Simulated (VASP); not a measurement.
Ge:

```
CELL_PARAMETERS angstrom
2.04116 -1.50346 0.00000
2.04116 1.50346 0.00000
-0.99071 0.00000 3.28563
ATOMIC_POSITIONS crystal
Ge 0.50000 0.50000 0.50000
```

| Property | Result |
| --- | --- |
| Program | VASP 6.6.1 |
| Task | relaxation of cell and atoms |
| Functional | PBE |
| Potentials or basis | VASP PAW PBE potentials, release 64 (Ge_d) |
| Cutoff | 600 eV |
| k mesh | 8 × 8 × 6 |
| Occupations | gaussian, width 0.1 eV |
| Spin | no spin polarisation |

At the start: pressure 8.4 GPa; volume 20.17 Å³/atom.

**Question.** How do energy, volume and symmetry change on relaxing?

**Answer.** Over 18 steps the energy falls by 312.6 meV/atom and the volume is 19.90 Å³/atom (-1.3 %); space group C2/m (No. 12, to 0.05 Å).

The path:
```
step  energy change (eV)  largest force (eV/Å)  pressure (GPa)  volume (Å³)
   1              0.0000                0.0000            8.41        20.17
   2             -0.1207                0.0000           -3.84        23.32
   3             -0.1206                0.0000           -2.66        22.83
   4             -0.1216                0.0000           -3.21        23.05
   5             -0.1724                0.0000           -3.04        22.12
   6             -0.2955                0.0000            2.48        19.09
   7             -0.2973                0.0000            0.94        19.81
   8             -0.3033                0.0000            1.50        19.49
   9             -0.3079                0.0000           -1.26        20.40
  10             -0.3087                0.0000           -0.72        20.14
  11             -0.3117                0.0000           -0.35        20.00
  12             -0.3118                0.0000           -0.31        19.98
  13             -0.3122                0.0000            0.50        19.80
  14             -0.3124                0.0000           -0.08        19.86
  15             -0.3124                0.0000            0.26        19.84
  16             -0.3124                0.0000            0.21        19.85
  17             -0.3124                0.0000            0.19        19.85
  18             -0.3126                0.0000           -0.08        19.90
```

Final structure:
```cif
data_structure
_symmetry_space_group_name_H-M 'P 1'
_symmetry_Int_Tables_number 1
_cell_length_a 2.8584
_cell_length_b 2.8584
_cell_length_c 2.7714
_cell_angle_alpha 110.023
_cell_angle_beta 110.023
_cell_angle_gamma 78.506
_cell_volume 19.90
loop_
_atom_site_label
_atom_site_type_symbol
_atom_site_fract_x
_atom_site_fract_y
_atom_site_fract_z
_atom_site_occupancy
Ge1 Ge 0.50000 0.50000 0.50000 1
```
